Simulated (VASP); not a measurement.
# Al4BSbP2 (Fmm2) in VASP: a series of runs

Runs on Al4BSbP2. Level: PBE. Tasks: relaxation of cell and atoms.

Everything below comes from runs of VASP 6.6.1. Logs are shortened: lines on timing, memory, paths and dates and some standing lists are left out, and cuts for length are marked.

## Step 1: The cell of the first run

It takes space group Fmm2 (No. 42, orthorhombic). The conventional cell has a = 7.383 Å, b = 7.707 Å, c = 11.748 Å, α = 90.00°, β = 90.00°, γ = 90.00°. Within 2.8 Å of Al (site symmetry m) lie 1 B at 2.14 Å and 2 P at 2.38 Å and 1 Sb at 2.69 Å. Within 3.0 Å of Al (site symmetry m) lie 1 B at 2.18 Å and 2 P at 2.39 Å and 1 Sb at 2.73 Å and 1 Al at 2.98 Å. B (site symmetry mm2) has 4 Al at 2.14 to 2.18 Å within 2.8 Å. Within 3.7 Å of Sb (site symmetry mm2) lie 4 Al at 2.69 to 2.73 Å and 2 B at 3.69 Å. P (site symmetry 2) has 4 Al at 2.38 to 2.39 Å within 3.1 Å.

## Step 2: Relaxation of cell and atoms, PBE

Contents of INCAR:

```
PREC     = Accurate       # precision mode
ENCUT    = 600            # plane-wave cutoff, eV
EDIFF    = 1E-7           # SCF threshold, eV
ISMEAR   = 0              # smearing method
SIGMA    = 0.1            # smearing width, eV
LREAL    = False          # projectors in reciprocal space
LASPH    = True           # aspherical terms in the spheres
NELM     = 60             # most SCF steps
ALGO     = Normal         # electronic algorithm
ISIF     = 3              # what is computed and relaxed
LWAVE    = False          # write WAVECAR
LCHARG   = False          # write CHGCAR
GGA      = PE             # functional
IBRION   = 2              # ionic algorithm
NSW      = 100            # ionic steps
EDIFFG   = -0.01          # ionic threshold
```

Contents of KPOINTS:

```
Automatic mesh
0
Gamma
  6 6 6
```

Contents of POSCAR:

```
Al4BSbP2
1.0
    0.0000000000      3.8537157268      5.8737595871
    3.6914701656      0.0000000000      5.8737595871
    3.6914701656      3.8537157268      0.0000000000
Al B Sb P
4 1 1 2
Direct
    0.1700276379      0.5762329255      0.4237670745
    0.8342654273      0.4304333020      0.1657345727
    0.5762329255      0.1700276379      0.8299723621
    0.4304333020      0.8342654273      0.5695666980
    0.4972178389      0.4972178389      0.5027821611
    0.9942676981      0.9942676981      0.0057323019
    0.7488966325      0.7488966325      0.7511033675
    0.2488966325      0.2488966325      0.2511033675
```

Potentials or basis: VASP PAW PBE potentials, release 64 (Al, B, Sb, P).

Command:

```sh
cat potpaw_PBE.64/Al/POTCAR potpaw_PBE.64/B/POTCAR potpaw_PBE.64/Sb/POTCAR potpaw_PBE.64/P/POTCAR > POTCAR
mpirun -np 1 vasp_std > vasp.out
```

OUTCAR:

```text
PREC = Accurate
   ENCUT = 600
   EDIFF = 1E-7
   ISMEAR = 0
   LREAL = False
   LASPH = True
   NELM = 60
   ISIF = 3
   GGA = PE
   IBRION = 2
   NSW = 100
   EDIFFG = -0.01

 ion  position               nearest neighbor table
   1  0.170  0.576  0.424-   5 2.14   7 2.38   8 2.38   6 2.69   3 3.13
   2  0.834  0.430  0.166-   5 2.18   7 2.39   8 2.39   6 2.73   4 2.98
   3  0.576  0.170  0.830-   5 2.14   7 2.38   8 2.38   6 2.69   1 3.13
   4  0.430  0.834  0.570-   5 2.18   7 2.39   8 2.39   6 2.73   2 2.98
   5  0.497  0.497  0.503-   1 2.14   3 2.14   2 2.18   4 2.18
   6  0.994  0.994  0.006-   1 2.69   3 2.69   2 2.73   4 2.73
   7  0.749  0.749  0.751-   1 2.38   3 2.38   2 2.39   4 2.39
   8  0.249  0.249  0.251-   1 2.38   3 2.38   2 2.39   4 2.39

  LATTYP: Found a face centered orthorhombic cell.
 ALAT       =     7.3829403312
 B/A-ratio  =     1.0439514757
 C/A-ratio  =     1.5911708137

  Lattice vectors:

 A1 = (   0.0000000000,   3.8537157268,   5.8737595871)
 A2 = (   3.6914701656,   0.0000000000,   5.8737595871)
 A3 = (   3.6914701656,   3.8537157268,   0.0000000000)

Analysis of symmetry for initial positions (statically):
=====================================================================
 Subroutine PRICEL returns:
 Original cell was already a primitive cell.

 Routine SETGRP: Setting up the symmetry group for a
 face centered orthorhombic supercell.

 Subroutine GETGRP returns: Found  4 space group operations
 (whereof  4 operations were pure point group operations)
 out of a pool of  8 trial point group operations.

The static configuration has the point symmetry C_2v.

Analysis of symmetry for dynamics (positions and initial velocities):
=====================================================================
 Subroutine PRICEL returns:
 Original cell was already a primitive cell.

 Routine SETGRP: Setting up the symmetry group for a
 face centered orthorhombic supercell.

 Subroutine GETGRP returns: Found  4 space group operations
 (whereof  4 operations were pure point group operations)
 out of a pool of  8 trial point group operations.

The dynamic configuration has the point symmetry C_2v.

 Subroutine INISYM returns: Found  4 space group operations
 (whereof  4 operations are pure point group operations),
 and found     1 'primitive' translations

----------------------------------------------------------------------------------------

                                     Primitive cell

  volume of cell :     167.1188

  direct lattice vectors                    reciprocal lattice vectors
     0.000000000  3.853715727  5.873759587    -0.135447390  0.129744910  0.085124356
     3.691470166  0.000000000  5.873759587     0.135447390 -0.129744910  0.085124356
     3.691470166  3.853715727  0.000000000     0.135447390  0.129744910 -0.085124356

  length of vectors
     7.025110433  6.937434949  5.336485443     0.205975467  0.205975467  0.205975467

  position of ions in fractional coordinates (direct lattice)
     0.170027638  0.576232926  0.423767074
     0.834265427  0.430433302  0.165734573
     0.576232926  0.170027638  0.829972362
     0.430433302  0.834265427  0.569566698
     0.497217839  0.497217839  0.502782161
     0.994267698  0.994267698  0.005732302
     0.748896632  0.748896632  0.751103368
     0.248896632  0.248896632  0.251103368

  ion indices of the primitive-cell ions
   primitive index   ion index
                 1           1
                 2           2
                 3           3
                 4           4
                 5           5
                 6           6
                 7           7
                 8           8

----------------------------------------------------------------------------------------

 KPOINTS: Automatic mesh

Automatic generation of k-mesh.
 Grid dimensions read from file:
 generate k-points for:    6    6    6

 Generating k-lattice:

  Cartesian coordinates                     Fractional coordinates (reciprocal lattice)
    -0.022574565  0.021624152  0.014187393     0.166666667  0.000000000  0.000000000
     0.022574565 -0.021624152  0.014187393     0.000000000  0.166666667  0.000000000
     0.022574565  0.021624152 -0.014187393     0.000000000  0.000000000  0.166666667

  Length of vectors
     0.034329245  0.034329245  0.034329245

  Shift w.r.t. Gamma in fractional coordinates (k-lattice)
     0.000000000  0.000000000  0.000000000

 Subroutine IBZKPT returns following result:
 ===========================================

 Found     46 irreducible k-points:

 Following reciprocal coordinates:
            Coordinates               Weight
  0.000000  0.000000  0.000000      1.000000
  0.166667  0.000000 -0.000000      8.000000
  0.333333 -0.000000  0.000000      8.000000
  0.500000  0.000000  0.000000      4.000000
  0.166667  0.166667  0.000000      2.000000
  0.333333  0.166667  0.000000      8.000000
[... 16 lines left out ...]
 -0.166667  0.166667  0.166667      8.000000
  0.500000  0.333333  0.166667      4.000000
 [... further k-points ...]
   k-points           NKPTS =     46   k-points in BZ     NKDIM =     46   number of bands    NBANDS=     20
   number of dos      NEDOS =    301   number of ions     NIONS =      8
   total plane-waves  NPLWV = 150528
   dimension x,y,z NGX =    56 NGY =   56 NGZ =   48
   dimension x,y,z NGXF=   112 NGYF=  112 NGZF=   96
   ions per type =               4   1   1   2
   NGX,Y,Z   is equivalent  to a cutoff of  13.25, 13.42, 14.95 a.u.
   NGXF,Y,Z  is equivalent  to a cutoff of  26.50, 26.84, 29.91 a.u.
 SYSTEM =  unknown system
   PREC   = accura    normal or accurate (medium, high low for compatibility)
   ISTART =      0    job   : 0-new  1-cont  2-samecut
   ICHARG =      2    charge: 1-file 2-atom 10-const
   ISPIN  =      1    spin polarized calculation?
   LNONCOLLINEAR =      F non collinear calculations
   LSORBIT =      F    spin-orbit coupling
   LASPH  =      T    aspherical Exc in radial PAW
   ENCUT  =  600.0 eV  44.10 Ry    6.64 a.u.  14.03 13.86 10.66*2*pi/ulx,y,z
   NELM   =     60;   NELMIN=  2; NELMDL= -5     # of ELM steps
   EDIFF  = 0.1E-06   stopping-criterion for ELM
   LREAL  =      F    real-space projection
   EDIFFG = -.1E-01   stopping-criterion for IOM
   NSW    =    100    number of steps for IOM
   IBRION =      2    ionic relax: 0-MD 1-quasi-New 2-CG
   NFREE  =      1    steps in history (QN), initial steepest desc. (CG)
   ISIF   =      3    stress and relaxation
   ISYM   =      2    0-nonsym 1-usesym 2-fastsym
   POTIM  = 0.5000    time-step for ionic-motion
   TEBEG  =    0.0;   TEEND  =   0.0 temperature during run
   PSTRESS=    0.0 pullay stress
   NELECT =      30.0000    total number of electrons
   NUPDOWN=      -1.0000    fix difference up-down
   EMIN   =  10.00;   EMAX   =-10.00  energy-range for DOS
   EFERMI =   0.00;   METHOD = LEGACY
   ISMEAR =     0;   SIGMA  =   0.10  broadening in eV -4-tet -1-fermi 0-gaus
   EFERMI_NEDOS =   21; number of points for ismear=-14 and -15
   IALGO  =     38    algorithm
   IMIX   =      4    mixing-type and parameters
     AMIX     =   0.40;   BMIX     =  1.00
     AMIX_MAG =   1.60;   BMIX_MAG =  1.00
  volume/ion in A,a.u.               =      20.89       140.97
  Fermi-wavevector in a.u.,A,eV,Ry     =   0.923507  1.745175 11.603935  0.852865
  Thomas-Fermi vector in A             =   2.049151
   LORBIT       =      0    0 simple, 1 ext, 2 COOP (PROOUT), +10 PAW based schemes
   GGA     = PE    functional components
   LHFCALC =     F    Hartree Fock is set to
   AEXX    =    0.0000 exact exchange contribution
   IVDW    =     0    specifies the selected vdW correction
   LEPSILON=     F    determine dielectric tensor
   LRPA    =     F    only Hartree local field effects (RPA)
 conjugate gradient relaxation of ions
 non-spin polarized calculation
 Gauss-broadening in eV      SIGMA  =   0.10
  energy-cutoff  :      600.00
  volume of cell :      167.12
 maximum number of plane-waves:      5640
   NGX = 29   NGY = 27   NGZ = 21

--------------------------------------- Ionic step        1  -------------------------------------------

 number of electron      30.0000000 magnetization

 Free energy of the ion-electron system (eV)
  ---------------------------------------------------
  ext. energy  EPLUGINS =         0.00000000
  ---------------------------------------------------
  free energy    TOTEN  =       -37.37948723 eV

  energy without entropy =      -37.36660217  energy(sigma->0) =      -37.37304470

------------------------ aborting loop because EDIFF is reached ----------------------------------------

  FORCE on cell =-STRESS in cart. coord.  units (eV):
  Direction    XX          YY          ZZ          XY          YZ          ZX
  --------------------------------------------------------------------------------------
  -------------------------------------------------------------------------------------
  Total        0.4619799     -0.7589243      0.0081224      0.0000000      0.0000000      0.0000000
  in kB        4.4290283     -7.2758514      0.0778702      0.0000000      0.0000000      0.0000000
  external PRESSURE =      -0.9229843 kB  Pullay stress =       0.0000000 kB
[... 107 lines left out ...]
  FREE ENERGIE OF THE ION-ELECTRON SYSTEM (eV)
  ---------------------------------------------------
  free  energy   TOTEN  =       -37.4134080506 eV

  energy  without entropy=      -37.4048867626  energy(sigma->0) =      -37.40914741

[... ionic steps 4 to 10 ...]

--------------------------------------- Ionic step       11  -------------------------------------------

 number of electron      29.9999999 magnetization

------------------------ aborting loop because EDIFF is reached ----------------------------------------

  FORCE on cell =-STRESS in cart. coord.  units (eV):
  Direction    XX          YY          ZZ          XY          YZ          ZX
  --------------------------------------------------------------------------------------
  -------------------------------------------------------------------------------------
  Total        0.0044100     -0.0220869     -0.0377309      0.0000000      0.0000000      0.0000000
  in kB        0.0423401     -0.2120548     -0.3622512      0.0000000      0.0000000      0.0000000
  external PRESSURE =      -0.1773220 kB  Pullay stress =       0.0000000 kB
[... 69 lines left out ...]
  energy  without entropy=      -37.4189038562  energy(sigma->0) =      -37.42301687

--------------------------------------- Ionic step       13  -------------------------------------------

 number of electron      29.9999999 magnetization

 Free energy of the ion-electron system (eV)
  ---------------------------------------------------
  ext. energy  EPLUGINS =         0.00000000
  ---------------------------------------------------
  free energy    TOTEN  =       -37.42714024 eV

  energy without entropy =      -37.41890812  energy(sigma->0) =      -37.42302418

 E-fermi :   4.8366     XC(G=0):  -9.2272

 val. band max:        4.8249994145   @ k =  -0.1667   0.0000   0.1667
 cond. band min:       4.8432341767   @ k =   0.5000   0.1667   0.0000
 fundamental gap:      0.0182347621
 Fermi energy:         4.8365931249

 k-point     1 :       0.0000    0.0000    0.0000
  band No.  band energies     occupation
      1      -6.5754      2.00000
      2      -4.5299      2.00000
      3      -3.9283      2.00000
      4      -1.7671      2.00000
      5      -1.0108      2.00000
      6       0.0341      2.00000
[... 12 lines left out ...]
     19       8.2736      0.00000
[... 513 lines left out ...]
      4      -2.4572      2.00000
      5       0.0911      2.00000
      6       0.2086      2.00000
[... 12 lines left out ...]
     19       7.5939      0.00000
     20       8.2473      0.00000

 [... further k-points ...]

------------------------ aborting loop because EDIFF is reached ----------------------------------------

  FORCE on cell =-STRESS in cart. coord.  units (eV):
  Direction    XX          YY          ZZ          XY          YZ          ZX
  --------------------------------------------------------------------------------------
  -------------------------------------------------------------------------------------
  Total        0.0081723      0.0203281      0.0103060      0.0000000      0.0000000      0.0000000
  in kB        0.0784903      0.1952388      0.0989828      0.0000000      0.0000000      0.0000000
  external PRESSURE =       0.1242373 kB  Pullay stress =       0.0000000 kB
[... 23 lines left out ...]
  FREE ENERGIE OF THE ION-ELECTRON SYSTEM (eV)
  ---------------------------------------------------
  free  energy   TOTEN  =       -37.4271402366 eV

  energy  without entropy=      -37.4189081177  energy(sigma->0) =      -37.42302418

 reached required accuracy - stopping structural energy minimisation
```

Run time: 42 min. Hardware: 1 thread of Intel Xeon 8259CL, shared host; peak memory 0.55 GiB.

Results:

* Free energy: -37.4271 eV
* Relaxed volume: 20.85 Å³/atom
* Relaxed cell: a = 7.000 Å, b = 7.000 Å, c = 5.315 Å, α = 67.69°, β = 67.69°, γ = 44.62°
* Space group after relaxing (to 0.1 Å): I-42m (No. 121)
* Energy gained by relaxing: 6.0 meV/atom
* Ionic steps: 13
* Pressure after relaxing: 0.0 GPa
* Largest force after relaxing: 0.010 eV/Å
* Band gap on the k mesh: zero (bands 15 and 16 overlap by 1.40 eV)

Forces in eV/Å, atoms in the order of the input:
```
Al   0.000 -0.002 -0.003
Al   0.003  0.000 -0.004
Al   0.000  0.002 -0.003
Al  -0.003  0.000 -0.004
B    0.000  0.000  0.010
Sb   0.000  0.000 -0.003
P    0.000  0.000  0.003
P    0.000  0.000  0.003
```

Step by step:
```
step  energy change (eV)  largest force (eV/Å)  pressure (GPa)  volume (Å³)
   1              0.0000                0.3360           -0.09       167.12
   2             -0.0193                0.2182            0.05       166.83
   3             -0.0339                0.2824            0.30       166.32
   4             -0.0445                0.1435            0.05       166.80
   5             -0.0454                0.0996           -0.04       166.99
   6             -0.0466                0.0516           -0.03       166.94
   7             -0.0472                0.0307           -0.01       166.86
   8             -0.0474                0.0252            0.00       166.83
   9             -0.0475                0.0338            0.02       166.78
  10             -0.0476                0.0354            0.03       166.78
  11             -0.0476                0.0118           -0.02       166.88
  12             -0.0476                0.0117           -0.02       166.88
  13             -0.0477                0.0096            0.01       166.82
```

Final structure:
```yaml
crystal:
  lattice:
    - [0.00000, 3.75826, 5.90609]
    - [3.75771, 0.00000, 5.90609]
    - [3.75771, 3.75826, 0.00000]
  atoms:
    - { symbol: Al, position: [0.16806, 0.57196, 0.42804] }
    - { symbol: Al, position: [0.83205, 0.42812, 0.16795] }
    - { symbol: Al, position: [0.57196, 0.16806, 0.83194] }
    - { symbol: Al, position: [0.42812, 0.83205, 0.57188] }
    - { symbol: B, position: [0.49998, 0.49998, 0.50002] }
    - { symbol: Sb, position: [0.00005, 0.00005, 0.99995] }
    - { symbol: P, position: [0.75001, 0.75001, 0.74999] }
    - { symbol: P, position: [0.25001, 0.25001, 0.24999] }
```

Caveat: spin-orbit coupling is left out, which moves the levels of the heavy elements.

(Part 1 of 2 ends here.)
